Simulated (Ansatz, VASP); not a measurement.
One calculation of Zr, two programs

```
Zr
1.0
     3.18832    0.00000    0.00000
    -1.59416    2.76116    0.00000
     0.00000    0.00000    5.07744
Zr
2
Cartesian
  0.0000 1.8408 1.2694
  1.5942 0.9204 3.8081
```

Change from the starting cell: functional pbesol, volume scaled by 0.96, PAW files.

Alike in both runs: task electric field gradients; functional PBEsol; k mesh 13 × 13 × 7; occupations fermi-dirac, width 0.03 eV; no spin polarisation.

```csv
,VASP,Ansatz
version,VASP 6.6.1,Ansatz 0.2.0
potentials or method,"VASP PAW PBE potentials, release 64 (Zr_sv)","PAW with Ansatz's default frozen-core files, scalar-relativistic"
plane-wave cutoff (eV),520,420
valence electrons in the cell,24,24
```

```csv
,VASP,Ansatz,Ansatz less VASP
pressure (GPa),0.6,0.5,-0.06
"traceless stress, the component that is largest in VASP (GPa)",0.71,0.71,-0.003
size of Vzz on the site where it differs most (V/Å²),45.6,46.4,+0.79
```

VASP's potentials were made for PBE, not for PBEsol. The functional is the same, so the differences come from potentials, cutoffs and numerics.
